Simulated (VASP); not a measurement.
# SnO (Pmmn) in VASP: further runs

SnO is run at these levels: PBEsol; tasks: single point.

All numbers are computed with VASP 6.6.1; they aren't measurements. Logs are shortened: lines on timing, memory, paths and dates and some standing lists are left out, and cuts for length are marked.

**1. The cell of the first run**

Symmetry: Pmmn, No. 59, orthorhombic system. Conventional cell: a = 3.588 Å, b = 4.016 Å, c = 4.836 Å, α = 90.00°, β = 90.00°, γ = 90.00°. Sn (site symmetry mm2) has 4 O at 2.13 to 2.32 Å within 2.8 Å. O (site symmetry mm2) has 4 Sn at 2.13 to 2.32 Å and 4 O at 2.69 Å within 2.8 Å.

**2. Single point, PBEsol (strain +0.0562 x Voigt [1, -1, 0, 0, 0, 0])**

Input file INCAR:

```
ALGO = Fast
EDIFF = 1E-6
ENCUT = 520
GGA = PS
ISIF = 2
ISMEAR = 0
LASPH = True
LCHARG = False
LREAL = False
LWAVE = False
NBANDS = 28
NELM = 80
PREC = Accurate
SIGMA = 0.15
```

Input file KPOINTS:

```
k-points
0
Gamma
  12 12 10
```

Input file POSCAR:

```
SnO
1.0
    4.0156724000      0.0000000000      0.0000000000
    0.0000000000      3.5883276000      0.0000000000
    0.0000000000      0.0000000000      4.8360000000
Sn O
2 2
Direct
    0.0000000000      0.5000000000      0.2385000000
    0.5000000000      0.0000000000      0.7615000000
    0.0000000000      0.0000000000      0.0000000000
    0.5000000000      0.5000000000      0.0000000000
```

Potentials or basis: VASP PAW PBE potentials, release 64 (Sn_d, O).

Started as:

```bash
$ cat potpaw_PBE.64/Sn_d/POTCAR potpaw_PBE.64/O/POTCAR > POTCAR
$ mpirun -np 1 vasp_std > vasp.out
```

OUTCAR:

```text
EDIFF = 1E-6
   ENCUT = 520
   GGA = PS
   ISIF = 2
   ISMEAR = 0
   LASPH = True
   LREAL = False
   NELM = 80
   PREC = Accurate

 ion  position               nearest neighbor table
   1  0.000  0.500  0.239-   3 2.13   3 2.13   4 2.32   4 2.32   2 3.55   2 3.55   2 3.55   2 3.55
                             2 3.69   2 3.69   2 3.69   2 3.69
   2  0.500  0.000  0.761-   4 2.13   4 2.13   3 2.32   3 2.32   1 3.55   1 3.55   1 3.55   1 3.55
                             1 3.69   1 3.69   1 3.69   1 3.69
   3  0.000  0.000  0.000-   1 2.13   1 2.13   2 2.32   2 2.32
   4  0.500  0.500  0.000-   2 2.13   2 2.13   1 2.32   1 2.32

  LATTYP: Found a simple orthorhombic cell.
 ALAT       =     3.5883276000
 B/A-ratio  =     1.1190930282
 C/A-ratio  =     1.3477030358

  Lattice vectors:

 A1 = (   0.0000000000,  -3.5883276000,   0.0000000000)
 A2 = (   4.0156724000,   0.0000000000,   0.0000000000)
 A3 = (   0.0000000000,   0.0000000000,   4.8360000000)

Analysis of symmetry for initial positions (statically):
=====================================================================
 Subroutine PRICEL returns:
 Original cell was already a primitive cell.

 Routine SETGRP: Setting up the symmetry group for a
 simple orthorhombic supercell.

 Subroutine GETGRP returns: Found  8 space group operations
 (whereof  4 operations were pure point group operations)
 out of a pool of  8 trial point group operations.

The static configuration has the point symmetry C_2v.
 The point group associated with its full space group is D_2h.

Analysis of symmetry for dynamics (positions and initial velocities):
=====================================================================
 Subroutine PRICEL returns:
 Original cell was already a primitive cell.

 Routine SETGRP: Setting up the symmetry group for a
 simple orthorhombic supercell.

 Subroutine GETGRP returns: Found  8 space group operations
 (whereof  4 operations were pure point group operations)
 out of a pool of  8 trial point group operations.

The dynamic configuration has the point symmetry C_2v.
 The point group associated with its full space group is D_2h.

 Subroutine INISYM returns: Found  8 space group operations
 (whereof  4 operations are pure point group operations),
 and found     1 'primitive' translations

----------------------------------------------------------------------------------------

                                     Primitive cell

  volume of cell :      69.6846

  direct lattice vectors                    reciprocal lattice vectors
     4.015672400  0.000000000  0.000000000     0.249024298  0.000000000  0.000000000
     0.000000000  3.588327600  0.000000000     0.000000000  0.278681356  0.000000000
     0.000000000  0.000000000  4.836000000     0.000000000  0.000000000  0.206782465

  length of vectors
     4.015672400  3.588327600  4.836000000     0.249024298  0.278681356  0.206782465

  position of ions in fractional coordinates (direct lattice)
     0.000000000  0.500000000  0.238500000
     0.500000000  0.000000000  0.761500000
     0.000000000  0.000000000  0.000000000
     0.500000000  0.500000000  0.000000000

  ion indices of the primitive-cell ions
   primitive index   ion index
                 1           1
                 2           2
                 3           3
                 4           4

----------------------------------------------------------------------------------------

 KPOINTS: k-points

Automatic generation of k-mesh.
 Grid dimensions read from file:
 generate k-points for:   12   12   10

 Generating k-lattice:

  Cartesian coordinates                     Fractional coordinates (reciprocal lattice)
     0.020752025  0.000000000  0.000000000     0.083333333  0.000000000  0.000000000
     0.000000000  0.023223446  0.000000000     0.000000000  0.083333333  0.000000000
     0.000000000  0.000000000  0.020678246     0.000000000  0.000000000  0.100000000

  Length of vectors
     0.020752025  0.023223446  0.020678246

  Shift w.r.t. Gamma in fractional coordinates (k-lattice)
     0.000000000  0.000000000  0.000000000

 Subroutine IBZKPT returns following result:
 ===========================================

 Found    294 irreducible k-points:

 Following reciprocal coordinates:
            Coordinates               Weight
  0.000000  0.000000  0.000000      1.000000
  0.083333  0.000000  0.000000      2.000000
  0.166667  0.000000  0.000000      2.000000
  0.250000  0.000000  0.000000      2.000000
  0.333333  0.000000  0.000000      2.000000
  0.416667  0.000000  0.000000      2.000000
[... 16 lines left out ...]
  0.083333  0.250000  0.000000      4.000000
  0.166667  0.250000  0.000000      4.000000
 [... further k-points ...]
   k-points           NKPTS =    294   k-points in BZ     NKDIM =    294   number of bands    NBANDS=     28
   number of dos      NEDOS =    301   number of ions     NIONS =      4
   total plane-waves  NPLWV =  30240
   dimension x,y,z NGX =    30 NGY =   28 NGZ =   36
   dimension x,y,z NGXF=    60 NGYF=   56 NGZF=   72
   ions per type =               2   2
   NGX,Y,Z   is equivalent  to a cutoff of  12.42, 12.97, 12.38 a.u.
   NGXF,Y,Z  is equivalent  to a cutoff of  24.84, 25.94, 24.75 a.u.
 SYSTEM =  unknown system
   PREC   = accura    normal or accurate (medium, high low for compatibility)
   ISTART =      0    job   : 0-new  1-cont  2-samecut
   ICHARG =      2    charge: 1-file 2-atom 10-const
   ISPIN  =      1    spin polarized calculation?
   LNONCOLLINEAR =      F non collinear calculations
   LSORBIT =      F    spin-orbit coupling
   LASPH  =      T    aspherical Exc in radial PAW
   ENCUT  =  520.0 eV  38.22 Ry    6.18 a.u.   7.47  6.67  8.99*2*pi/ulx,y,z
   NELM   =     80;   NELMIN=  2; NELMDL= -5     # of ELM steps
   EDIFF  = 0.1E-05   stopping-criterion for ELM
   LREAL  =      F    real-space projection
   EDIFFG = 0.1E-04   stopping-criterion for IOM
   NSW    =      0    number of steps for IOM
   IBRION =     -1    ionic relax: 0-MD 1-quasi-New 2-CG
   NFREE  =      0    steps in history (QN), initial steepest desc. (CG)
   ISIF   =      2    stress and relaxation
   ISYM   =      2    0-nonsym 1-usesym 2-fastsym
   POTIM  = 0.5000    time-step for ionic-motion
   TEBEG  =    0.0;   TEEND  =   0.0 temperature during run
   PSTRESS=    0.0 pullay stress
   NELECT =      40.0000    total number of electrons
   NUPDOWN=      -1.0000    fix difference up-down
   EMIN   =  10.00;   EMAX   =-10.00  energy-range for DOS
   EFERMI =   0.00;   METHOD = LEGACY
   ISMEAR =     0;   SIGMA  =   0.15  broadening in eV -4-tet -1-fermi 0-gaus
   EFERMI_NEDOS =   21; number of points for ismear=-14 and -15
   IALGO  =     68    algorithm
   IMIX   =      4    mixing-type and parameters
     AMIX     =   0.40;   BMIX     =  1.00
     AMIX_MAG =   1.60;   BMIX_MAG =  1.00
  volume/ion in A,a.u.               =      17.42       117.56
  Fermi-wavevector in a.u.,A,eV,Ry     =   1.360555  2.571075 25.185861  1.851109
  Thomas-Fermi vector in A             =   2.487207
   LORBIT       =      0    0 simple, 1 ext, 2 COOP (PROOUT), +10 PAW based schemes
   GGA     = PS    functional components
   LHFCALC =     F    Hartree Fock is set to
   AEXX    =    0.0000 exact exchange contribution
   IVDW    =     0    specifies the selected vdW correction
   LEPSILON=     F    determine dielectric tensor
   LRPA    =     F    only Hartree local field effects (RPA)
 non-spin polarized calculation
 RMM-DIIS sequential band-by-band and
 Gauss-broadening in eV      SIGMA  =   0.15
  energy-cutoff  :      520.00
  volume of cell :       69.68
 maximum number of plane-waves:      1912
 NGX is ok and might be reduce to    30
   NGX = 15   NGY = 13   NGZ = 17

 number of electron      40.0000005 magnetization

 Free energy of the ion-electron system (eV)
  ---------------------------------------------------
  ext. energy  EPLUGINS =         0.00000000
  ---------------------------------------------------
  free energy    TOTEN  =       -24.11162406 eV

  energy without entropy =      -24.11035688  energy(sigma->0) =      -24.11099047

 E-fermi :   7.2159     XC(G=0): -10.5092

 val. band max:        7.1730537659   @ k =   0.0000   0.1667   0.0000
 cond. band min:       7.2567340644   @ k =   0.5000   0.5000   0.1000
 fundamental gap:      0.0836802985
 Fermi energy:         7.2158690476

 k-point     1 :       0.0000    0.0000    0.0000
  band No.  band energies     occupation
      1     -14.8997      2.00000
      2     -14.4956      2.00000
      3     -14.4129      2.00000
      4     -14.4020      2.00000
      5     -14.3540      2.00000
      6     -14.3478      2.00000
[... 20 lines left out ...]
     27      13.7964      0.00000
     28      14.8964      0.00000

 k-point     2 :       0.0833    0.0000    0.0000
  band No.  band energies     occupation
      1     -14.8960      2.00000
      2     -14.5061      2.00000
      3     -14.4110      2.00000
      4     -14.4004      2.00000
      5     -14.3542      2.00000
      6     -14.3457      2.00000
[... 20 lines left out ...]
     27      13.8245      0.00000
     28      14.9793      0.00000

 k-point     3 :       0.1667    0.0000    0.0000
  band No.  band energies     occupation
      1     -14.8849      2.00000
      2     -14.5391      2.00000
      3     -14.4057      2.00000
      4     -14.3960      2.00000
      5     -14.3549      2.00000
      6     -14.3396      2.00000
[... 20 lines left out ...]
     27      14.5364      0.00000
     28      15.3872      0.00000

 k-point     4 :       0.2500    0.0000    0.0000
  band No.  band energies     occupation
      1     -14.8666      2.00000
      2     -14.5916      2.00000
      3     -14.3973      2.00000
      4     -14.3893      2.00000
      5     -14.3561      2.00000
      6     -14.3305      2.00000
[... 20 lines left out ...]
     27      14.9481      0.00000
     28      16.3921      0.00000

 k-point     5 :       0.3333    0.0000    0.0000
  band No.  band energies     occupation
      1     -14.8408      2.00000
      2     -14.6527      2.00000
      3     -14.3869      2.00000
      4     -14.3811      2.00000
      5     -14.3578      2.00000
      6     -14.3433      2.00000
[... 20 lines left out ...]
     27      15.2182      0.00000
     28      17.5347      0.00000

 k-point     6 :       0.4167    0.0000    0.0000
  band No.  band energies     occupation
      1     -14.8068      2.00000
      2     -14.7120      2.00000
      3     -14.3756      2.00000
      4     -14.3727      2.00000
      5     -14.3607      2.00000
      6     -14.3538      2.00000
[... 463 lines left out ...]
      5     -14.3554      2.00000
      6     -14.3554      2.00000
[... 20 lines left out ...]
     27      15.6888      0.00000
     28      15.6888      0.00000

 k-point    22 :       0.0000    0.2500    0.0000
  band No.  band energies     occupation
      1     -14.8745      2.00000
      2     -14.5893      2.00000
      3     -14.3979      2.00000
      4     -14.3961      2.00000
      5     -14.3903      2.00000
      6     -14.3657      2.00000
[... 20 lines left out ...]
     27      13.6548      0.00000
     28      17.6926      0.00000

 k-point    23 :       0.0833    0.2500    0.0000
  band No.  band energies     occupation
      1     -14.8729      2.00000
      2     -14.6023      2.00000
      3     -14.4052      2.00000
      4     -14.3888      2.00000
      5     -14.3853      2.00000
      6     -14.3650      2.00000
[... 20 lines left out ...]
     27      14.0821      0.00000
     28      16.7208      0.00000

 k-point    24 :       0.1667    0.2500    0.0000
  band No.  band energies     occupation
      1     -14.8682      2.00000
      2     -14.6362      2.00000
      3     -14.4080      2.00000
      4     -14.3847      2.00000
      5     -14.3734      2.00000
      6     -14.3640      2.00000
[... 20 lines left out ...]
     27      14.9196      0.00000
     28      15.6963      0.00000

 [... further k-points ...]

------------------------ aborting loop because EDIFF is reached ----------------------------------------

  FORCE on cell =-STRESS in cart. coord.  units (eV):
  Direction    XX          YY          ZZ          XY          YZ          ZX
  --------------------------------------------------------------------------------------
  -------------------------------------------------------------------------------------
  Total       -1.0284661      2.5701845      0.5983967      0.0000000      0.0000000      0.0000000
  in kB      -23.6463394     59.0932972     13.7582481      0.0000000      0.0000000      0.0000000
  external PRESSURE =      16.4017353 kB  Pullay stress =       0.0000000 kB

 VOLUME and BASIS-vectors are now :
 -----------------------------------------------------------------------------
  energy-cutoff  :      520.00
  volume of cell :       69.68
      direct lattice vectors                 reciprocal lattice vectors
     4.015672400  0.000000000  0.000000000     0.249024298  0.000000000  0.000000000
     0.000000000  3.588327600  0.000000000     0.000000000  0.278681356  0.000000000
     0.000000000  0.000000000  4.836000000     0.000000000  0.000000000  0.206782465

 POSITION                                       TOTAL-FORCE (eV/Angst)
 -----------------------------------------------------------------------------------
      0.00000      1.79416      1.15339         0.000000      0.000000      0.433176
      2.00784      0.00000      3.68261         0.000000      0.000000     -0.433176
      0.00000      0.00000      0.00000         0.000000      0.000000     -0.797017
      2.00784      1.79416      0.00000         0.000000      0.000000      0.797017
 -----------------------------------------------------------------------------------
    total drift:                                0.000000      0.000000     -0.000000

  FREE ENERGIE OF THE ION-ELECTRON SYSTEM (eV)
  ---------------------------------------------------
  free  energy   TOTEN  =       -24.1116240609 eV

  energy  without entropy=      -24.1103568813  energy(sigma->0) =      -24.11099047
```

It took 13 min on 1 thread of Oxide Virtual Turin-like, shared host; peak memory 0.49 GiB.

Results:

```
Free energy            : -24.1116 eV
Pressure               : 1.6 GPa
Largest force          : 0.797 eV/Å
Band gap on the k mesh : zero (bands 20 and 21 overlap by 0.07 eV)
```

Forces on the atoms (eV/Å):
```
Sn   0.000  0.000  0.433
Sn   0.000  0.000 -0.433
O    0.000  0.000 -0.797
O    0.000  0.000  0.797
```

Levels at points of the mesh, in eV from the Fermi level:
```csv
k point,band 16,band 17,band 18,band 19,band 20,band 21,band 22,band 23,band 24,band 25
"(0.00, 0.00, 0.00)",-6.21,-3.70,-3.67,-3.04,-0.14,2.00,3.67,4.15,4.59,5.54
"(0.50, 0.00, 0.00)",-5.26,-5.04,-5.04,-2.98,-2.98,2.93,2.93,5.49,5.49,6.60
"(0.00, 0.50, 0.00)",-5.26,-5.04,-5.04,-2.75,-2.75,3.08,3.08,5.08,5.08,6.29
"(0.50, 0.50, 0.00)",-5.38,-2.78,-2.78,-1.97,-1.97,-0.11,-0.11,4.28,4.28,6.96
"(0.00, 0.00, 0.50)",-4.08,-3.68,-3.05,-2.97,-2.40,1.61,1.75,3.44,3.93,7.32
"(0.50, 0.00, 0.50)",-5.58,-5.01,-5.01,-1.86,-1.86,2.15,2.15,6.11,6.11,6.14
"(0.00, 0.50, 0.50)",-5.79,-5.00,-5.00,-1.94,-1.94,2.67,2.67,4.59,4.59,6.84
"(0.50, 0.50, 0.50)",-5.84,-2.88,-2.88,-2.68,-2.68,2.17,2.17,3.79,3.79,5.53
```

Caveat: the cell differs from its parent crystal (strain +0.0562 x Voigt [1, -1, 0, 0, 0, 0]); the stress differs along the axes, from -2 to 6 GPa; semilocal functionals underestimate gaps, and a narrow one can read as zero; the PAW data sets were made with another functional, which shifts forces and pressure a little; spin-orbit coupling is left out, which moves the levels of the heavy elements.

(Continued in part 2 of 2.)

The gap in the log of VASP goes by the Fermi energy; the results here count the filled bands.